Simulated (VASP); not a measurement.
# CdI2 (P-3m1) in VASP: settings compared, part 2 of 4

VASP 6.6.1.

## (3) Single point, PBE

INCAR reads:

```
SYSTEM = CdI2
  ALGO = Normal
  EDIFF = 1E-6
  ENCUT = 500
  GGA = PE
  GGA_COMPAT = .False.
  ISIF = 2
  ISMEAR = 0
  LASPH = .True.
  LCHARG = .True.
  LELF = .True.
  LREAL = .False.
  LVHAR = .True.
  LWAVE = .False.
  NBANDS = 20
  NELM = 120
  PREC = Accurate
  SIGMA = 0.01
```

KPOINTS reads:

```
k-points
0
Gamma
  6 6 4
  0 0 0
```

POSCAR reads:

```
CdI2
1.0
    4.2487073931      0.0000000000      0.0000000000
   -2.1243536965      3.6794885357      0.0000000000
    0.0000000000      0.0000000000      6.8836385196
Cd I
1 2
Direct
    0.0000000000      0.0000000000      0.0000000000
    0.3333333333      0.6666666667      0.2495631425
    0.6666666667      0.3333333333      0.7504368575
```

Potentials or basis: VASP PAW PBE potentials, release 64 (Cd, I).

Command:

```
> cat potpaw_PBE.64/Cd/POTCAR potpaw_PBE.64/I/POTCAR > POTCAR
> mpirun -np 1 vasp_std > vasp.out
```

OUTCAR:

```text
SYSTEM = CdI2
   EDIFF = 1E-6
   ENCUT = 500
   GGA = PE
   ISIF = 2
   ISMEAR = 0
   LASPH = .True.
   LREAL = .False.
   NELM = 120
   PREC = Accurate

 ion  position               nearest neighbor table
   1  0.000  0.000  0.000-   2 2.99   3 2.99   2 2.99   3 2.99   3 2.99   2 2.99
   2  0.333  0.667  0.250-   1 2.99   1 2.99   1 2.99
   3  0.667  0.333  0.750-   1 2.99   1 2.99   1 2.99

  LATTYP: Found a hexagonal cell.
 ALAT       =     4.2487073931
 C/A-ratio  =     1.6201724154

  Lattice vectors:

 A1 = (   4.2487073931,   0.0000000000,   0.0000000000)
 A2 = (  -2.1243536965,   3.6794885357,   0.0000000000)
 A3 = (   0.0000000000,   0.0000000000,   6.8836385196)

Analysis of symmetry for initial positions (statically):
=====================================================================
 Subroutine PRICEL returns:
 Original cell was already a primitive cell.

 Routine SETGRP: Setting up the symmetry group for a
 hexagonal supercell.

 Subroutine GETGRP returns: Found 12 space group operations
 (whereof 12 operations were pure point group operations)
 out of a pool of 24 trial point group operations.

The static configuration has the point symmetry D_3d.

Analysis of symmetry for dynamics (positions and initial velocities):
=====================================================================
 Subroutine PRICEL returns:
 Original cell was already a primitive cell.

 Routine SETGRP: Setting up the symmetry group for a
 hexagonal supercell.

 Subroutine GETGRP returns: Found 12 space group operations
 (whereof 12 operations were pure point group operations)
 out of a pool of 24 trial point group operations.

The dynamic configuration has the point symmetry D_3d.

 Subroutine INISYM returns: Found 12 space group operations
 (whereof 12 operations are pure point group operations),
 and found     1 'primitive' translations

----------------------------------------------------------------------------------------

                                     Primitive cell

  volume of cell :     107.6124

  direct lattice vectors                    reciprocal lattice vectors
     4.248707393  0.000000000  0.000000000     0.235365702  0.135888452  0.000000000
    -2.124353697  3.679488536  0.000000000     0.000000000  0.271776903  0.000000000
     0.000000000  0.000000000  6.883638520     0.000000000  0.000000000  0.145272009

  length of vectors
     4.248707393  4.248707393  6.883638520     0.271776903  0.271776903  0.145272009

  position of ions in fractional coordinates (direct lattice)
     0.000000000  0.000000000  0.000000000
     0.333333333  0.666666667  0.249563143
     0.666666667  0.333333333  0.750436857

  ion indices of the primitive-cell ions
   primitive index   ion index
                 1           1
                 2           2
                 3           3

----------------------------------------------------------------------------------------

 KPOINTS: k-points

Automatic generation of k-mesh.
 Grid dimensions read from file:
 generate k-points for:    6    6    4

 Generating k-lattice:

  Cartesian coordinates                     Fractional coordinates (reciprocal lattice)
     0.039227617  0.022648075  0.000000000     0.166666667 -0.000000000  0.000000000
     0.000000000  0.045296151  0.000000000     0.000000000  0.166666667  0.000000000
     0.000000000  0.000000000  0.036318002     0.000000000  0.000000000  0.250000000

  Length of vectors
     0.045296151  0.045296151  0.036318002

  Shift w.r.t. Gamma in fractional coordinates (k-lattice)
     0.000000000  0.000000000  0.000000000

 Subroutine IBZKPT returns following result:
 ===========================================

 Found     24 irreducible k-points:

 Following reciprocal coordinates:
            Coordinates               Weight
  0.000000  0.000000  0.000000      1.000000
  0.166667 -0.000000  0.000000      6.000000
  0.333333 -0.000000  0.000000      6.000000
  0.500000 -0.000000  0.000000      3.000000
  0.166667  0.166667  0.000000      6.000000
  0.333333  0.166667  0.000000     12.000000
[... 16 lines left out ...]
  0.333333  0.166667  0.500000     12.000000
  0.333333  0.333333  0.500000      2.000000
   k-points           NKPTS =     24   k-points in BZ     NKDIM =     24   number of bands    NBANDS=     20
   number of dos      NEDOS =    301   number of ions     NIONS =      3
   total plane-waves  NPLWV =  51200
   dimension x,y,z NGX =    32 NGY =   32 NGZ =   50
   dimension x,y,z NGXF=    64 NGYF=   64 NGZF=  100
   ions per type =               1   2
   NGX,Y,Z   is equivalent  to a cutoff of  12.52, 12.52, 12.08 a.u.
   NGXF,Y,Z  is equivalent  to a cutoff of  25.04, 25.04, 24.15 a.u.
 SYSTEM =  CdI2
   PREC   = accura    normal or accurate (medium, high low for compatibility)
   ISTART =      0    job   : 0-new  1-cont  2-samecut
   ICHARG =      2    charge: 1-file 2-atom 10-const
   ISPIN  =      1    spin polarized calculation?
   LNONCOLLINEAR =      F non collinear calculations
   LSORBIT =      F    spin-orbit coupling
   LASPH  =      T    aspherical Exc in radial PAW
   ENCUT  =  500.0 eV  36.75 Ry    6.06 a.u.   7.75  7.75 12.55*2*pi/ulx,y,z
   NELM   =    120;   NELMIN=  2; NELMDL= -5     # of ELM steps
   EDIFF  = 0.1E-05   stopping-criterion for ELM
   LREAL  =      F    real-space projection
   EDIFFG = 0.1E-04   stopping-criterion for IOM
   NSW    =      0    number of steps for IOM
   IBRION =     -1    ionic relax: 0-MD 1-quasi-New 2-CG
   NFREE  =      0    steps in history (QN), initial steepest desc. (CG)
   ISIF   =      2    stress and relaxation
   ISYM   =      2    0-nonsym 1-usesym 2-fastsym
   POTIM  = 0.5000    time-step for ionic-motion
   TEBEG  =    0.0;   TEEND  =   0.0 temperature during run
   PSTRESS=    0.0 pullay stress
   NELECT =      26.0000    total number of electrons
   NUPDOWN=      -1.0000    fix difference up-down
   EMIN   =  10.00;   EMAX   =-10.00  energy-range for DOS
   EFERMI =   0.00;   METHOD = LEGACY
   ISMEAR =     0;   SIGMA  =   0.01  broadening in eV -4-tet -1-fermi 0-gaus
   EFERMI_NEDOS =   21; number of points for ismear=-14 and -15
   IALGO  =     38    algorithm
   IMIX   =      4    mixing-type and parameters
     AMIX     =   0.40;   BMIX     =  1.00
     AMIX_MAG =   1.60;   BMIX_MAG =  1.00
  volume/ion in A,a.u.               =      35.87       242.07
  Fermi-wavevector in a.u.,A,eV,Ry     =   1.019636  1.926833 14.145401  1.039658
  Thomas-Fermi vector in A             =   2.153161
   LORBIT       =      0    0 simple, 1 ext, 2 COOP (PROOUT), +10 PAW based schemes
   GGA     = PE    functional components
   LHFCALC =     F    Hartree Fock is set to
   AEXX    =    0.0000 exact exchange contribution
   IVDW    =     0    specifies the selected vdW correction
   LEPSILON=     F    determine dielectric tensor
   LRPA    =     F    only Hartree local field effects (RPA)
 non-spin polarized calculation
 Gauss-broadening in eV      SIGMA  =   0.01
  energy-cutoff  :      500.00
  volume of cell :      107.61
 maximum number of plane-waves:      2786
 NGX is ok and might be reduce to    32
   NGX = 15   NGY = 15   NGZ = 25

 number of electron      25.9999996 magnetization

 Free energy of the ion-electron system (eV)
  ---------------------------------------------------
  ext. energy  EPLUGINS =         0.00000000
  ---------------------------------------------------
  free energy    TOTEN  =        -5.49254943 eV

  energy without entropy =       -5.49254943  energy(sigma->0) =       -5.49254943

 E-fermi :   2.0114     XC(G=0):  -8.5458

 val. band max:        1.9618866103   @ k =   0.1667  -0.0000   0.2500
 cond. band min:       4.3350968346   @ k =   0.5000  -0.0000   0.5000
 fundamental gap:      2.3732102243
 Fermi energy:         2.0114032108

 k-point     1 :       0.0000    0.0000    0.0000
  band No.  band energies     occupation
      1     -10.1291      2.00000
      2      -9.4332      2.00000
      3      -5.6141      2.00000
      4      -5.6141      2.00000
      5      -5.4993      2.00000
      6      -5.4181      2.00000
[... 12 lines left out ...]
     19      11.0254      0.00000
     20      11.1289      0.00000
[... 507 lines left out ...]
 k-point    24 :       0.3333    0.3333    0.5000
  band No.  band energies     occupation
      1      -9.4032      2.00000
      2      -9.4032      2.00000
      3      -5.4502      2.00000
      4      -5.4502      2.00000
      5      -5.3899      2.00000
      6      -5.3734      2.00000
[... 12 lines left out ...]
     19      10.9766      0.00000
     20      10.9767      0.00000

------------------------ aborting loop because EDIFF is reached ----------------------------------------

  FORCE on cell =-STRESS in cart. coord.  units (eV):
  Direction    XX          YY          ZZ          XY          YZ          ZX
  --------------------------------------------------------------------------------------
  -------------------------------------------------------------------------------------
  Total        1.1710029      1.1710029      1.1233080      0.0000000      0.0000000      0.0000000
  in kB       17.4343687     17.4343687     16.7242676      0.0000000      0.0000000      0.0000000
  external PRESSURE =      17.1976684 kB  Pullay stress =       0.0000000 kB

 VOLUME and BASIS-vectors are now :
 -----------------------------------------------------------------------------
  energy-cutoff  :      500.00
  volume of cell :      107.61
      direct lattice vectors                 reciprocal lattice vectors
     4.248707393  0.000000000  0.000000000     0.235365702  0.135888452  0.000000000
    -2.124353697  3.679488536  0.000000000     0.000000000  0.271776903  0.000000000
     0.000000000  0.000000000  6.883638520     0.000000000  0.000000000  0.145272009

 POSITION                                       TOTAL-FORCE (eV/Angst)
 -----------------------------------------------------------------------------------
      0.00000      0.00000      0.00000         0.000000      0.000000      0.000000
     -0.00000      2.45299      1.71790         0.000000      0.000000      0.092129
      2.12435      1.22650      5.16574        -0.000000     -0.000000     -0.092129
 -----------------------------------------------------------------------------------
    total drift:                                0.000000     -0.000000      0.000000

  FREE ENERGIE OF THE ION-ELECTRON SYSTEM (eV)
  ---------------------------------------------------
  free  energy   TOTEN  =        -5.4925494309 eV

  energy  without entropy=       -5.4925494309  energy(sigma->0) =       -5.49254943
```

Wall time 62 s (1 thread of Intel Xeon 8259CL, shared host); peak memory 0.24 GiB.

Results:

```
Free energy            : -5.4925 eV
Pressure               : 1.7 GPa
Largest force          : 0.092 eV/Å
Band gap on the k mesh : 2.37 eV (least direct gap 2.60 eV)
```

Forces in eV/Å, atoms in the order of the input:
```
Cd   0.000  0.000  0.000
I    0.000  0.000  0.092
I    0.000  0.000 -0.092
```

Caveat: spin-orbit coupling is left out, which moves the levels of the heavy elements; this functional lacks dispersion, which binds the layers, so the pressure and a relaxed spacing across them are unreliable.

## (4) Single point, r2SCAN

POSCAR is that of step 3.

INCAR.step1 reads:

```
SYSTEM = CdI2
PREC     = Accurate       ! precision mode
ENCUT    = 550            ! plane-wave cutoff, eV
ISMEAR   = 0              ! smearing method
SIGMA    = 0.01           ! smearing width, eV
LREAL    = .False.        ! projectors in reciprocal space
LASPH    = .True.         ! aspherical terms in the spheres
NELM     = 120            ! most SCF steps
NBANDS   = 20             ! bands
GGA      = PE             ! functional
ALGO     = Normal         ! electronic algorithm
EDIFF    = 1E-5           ! SCF threshold, eV
LWAVE    = .True.         ! write WAVECAR
LCHARG   = .False.        ! write CHGCAR
GGA_COMPAT= .False.
```

INCAR.step2 reads:

```
SYSTEM = CdI2
PREC     = Accurate       ! precision mode
ENCUT    = 550            ! plane-wave cutoff, eV
EDIFF    = 1E-6           ! SCF threshold, eV
ISMEAR   = 0              ! smearing method
SIGMA    = 0.01           ! smearing width, eV
LREAL    = .False.        ! projectors in reciprocal space
LASPH    = .True.         ! aspherical terms in the spheres
NELM     = 120            ! most SCF steps
ALGO     = Normal         ! electronic algorithm
ISIF     = 2              ! what is computed and relaxed
LWAVE    = .False.        ! write WAVECAR
LCHARG   = .False.        ! write CHGCAR
METAGGA  = R2SCAN         ! meta-GGA
LMIXTAU  = .True.       
NBANDS   = 20             ! bands
ISTART   = 1            
GGA_COMPAT= .False.
```

KPOINTS reads:

```
Automatic mesh
0
Gamma
  6 6 4
  0 0 0
```

Potentials or basis: VASP PAW PBE potentials, release 64 (Cd, I).

Command:

```
> cat potpaw_PBE.64/Cd/POTCAR potpaw_PBE.64/I/POTCAR > POTCAR
> cp INCAR.step1 INCAR
> mpirun -np 1 vasp_std > vasp.out
> cp INCAR.step2 INCAR
> mpirun -np 1 vasp_std > vasp.out
```

OUTCAR:

```text
SYSTEM = CdI2
   PREC = Accurate
   ENCUT = 550
   EDIFF = 1E-6
   ISMEAR = 0
   LREAL = .False.
   LASPH = .True.
   NELM = 120
   ISIF = 2
   METAGGA = R2SCAN
   ISTART = 1

 ion  position               nearest neighbor table
   1  0.000  0.000  0.000-   2 2.99   3 2.99   2 2.99   3 2.99   3 2.99   2 2.99
   2  0.333  0.667  0.250-   1 2.99   1 2.99   1 2.99
   3  0.667  0.333  0.750-   1 2.99   1 2.99   1 2.99

  LATTYP: Found a hexagonal cell.
 ALAT       =     4.2487073931
 C/A-ratio  =     1.6201724154

  Lattice vectors:

 A1 = (   4.2487073931,   0.0000000000,   0.0000000000)
 A2 = (  -2.1243536965,   3.6794885357,   0.0000000000)
 A3 = (   0.0000000000,   0.0000000000,   6.8836385196)

Analysis of symmetry for initial positions (statically):
=====================================================================
 Subroutine PRICEL returns:
 Original cell was already a primitive cell.

 Routine SETGRP: Setting up the symmetry group for a
 hexagonal supercell.

[... 162 lines left out ...]
  ---------------------------------------------------
  free energy    TOTEN  =       -71.35428202 eV

  energy without entropy =      -71.35428202  energy(sigma->0) =      -71.35428202

 E-fermi :   1.6978     XC(G=0):  -8.9752

 val. band max:        1.6526440236   @ k =   0.1667  -0.0000   0.2500
 cond. band min:       4.4692731682   @ k =   0.5000  -0.0000   0.5000
 fundamental gap:      2.8166291446
 Fermi energy:         1.6977868540

 k-point     1 :       0.0000    0.0000    0.0000
  band No.  band energies     occupation
      1     -10.7947      2.00000
      2     -10.0610      2.00000
      3      -6.1912      2.00000
      4      -6.1912      2.00000
      5      -6.0633      2.00000
      6      -5.9858      2.00000
[... 541 lines left out ...]
     19      11.2575      0.00000
     20      11.2575      0.00000

------------------------ aborting loop because EDIFF is reached ----------------------------------------

  FORCE on cell =-STRESS in cart. coord.  units (eV):
  Direction    XX          YY          ZZ          XY          YZ          ZX
  --------------------------------------------------------------------------------------
  -------------------------------------------------------------------------------------
  Total        0.6472474      0.6472474      0.6445008      0.0000000      0.0000000      0.0000000
  in kB        9.6364826      9.6364826      9.5955912      0.0000000      0.0000000      0.0000000
  external PRESSURE =       9.6228522 kB  Pullay stress =       0.0000000 kB

 VOLUME and BASIS-vectors are now :
 -----------------------------------------------------------------------------
  energy-cutoff  :      550.00
  volume of cell :      107.61
      direct lattice vectors                 reciprocal lattice vectors
     4.248707393  0.000000000  0.000000000     0.235365702  0.135888452  0.000000000
    -2.124353697  3.679488536  0.000000000     0.000000000  0.271776903  0.000000000
     0.000000000  0.000000000  6.883638520     0.000000000  0.000000000  0.145272009

 POSITION                                       TOTAL-FORCE (eV/Angst)
 -----------------------------------------------------------------------------------
      0.00000      0.00000      0.00000        -0.000000      0.000000      0.000000
     -0.00000      2.45299      1.71790         0.000000     -0.000000      0.021739
      2.12435      1.22650      5.16574        -0.000000      0.000000     -0.021739
 -----------------------------------------------------------------------------------
    total drift:                                0.000000     -0.000000      0.000000

  FREE ENERGIE OF THE ION-ELECTRON SYSTEM (eV)
  ---------------------------------------------------
  free  energy   TOTEN  =       -71.3542820182 eV

  energy  without entropy=      -71.3542820182  energy(sigma->0) =      -71.35428202
```

Run time: 4.3 min. Hardware: 1 thread of Intel Xeon 8259CL, shared host; peak memory 0.27 GiB.

Results:

* Free energy: -71.3543 eV
* Pressure: 1.0 GPa
* Largest force: 0.022 eV/Å
* Band gap on the k mesh: 2.82 eV (least direct gap 3.15 eV)

Forces on the atoms (eV/Å):
```
Cd   0.000  0.000  0.000
I    0.000  0.000  0.022
I    0.000  0.000 -0.022
```

Levels at points of the mesh, in eV from the valence-band top:
| k point | band 10 | band 11 | band 12 | band 13 | band 14 | band 15 | band 16 | band 17 |
| --- | --- | --- | --- | --- | --- | --- | --- | --- |
| (0.00, 0.00, 0.00) | -0.29 | -0.15 | -0.15 | -0.13 | 3.07 | 5.06 | 6.91 | 6.91 |
| (0.50, 0.00, 0.00) | -1.99 | -1.52 | -0.68 | -0.13 | 3.07 | 5.60 | 6.38 | 7.08 |
| (0.00, 0.00, 0.50) | -0.42 | -0.42 | 0.00 | 0.00 | 4.13 | 5.13 | 6.70 | 6.70 |
| (0.50, 0.00, 0.50) | -1.31 | -1.20 | -0.49 | -0.44 | 2.82 | 5.46 | 6.37 | 7.09 |

Caveat: the PAW data sets were made with another functional, which shifts forces and pressure a little; spin-orbit coupling is left out, which moves the levels of the heavy elements.

[end of part 2 of 4]
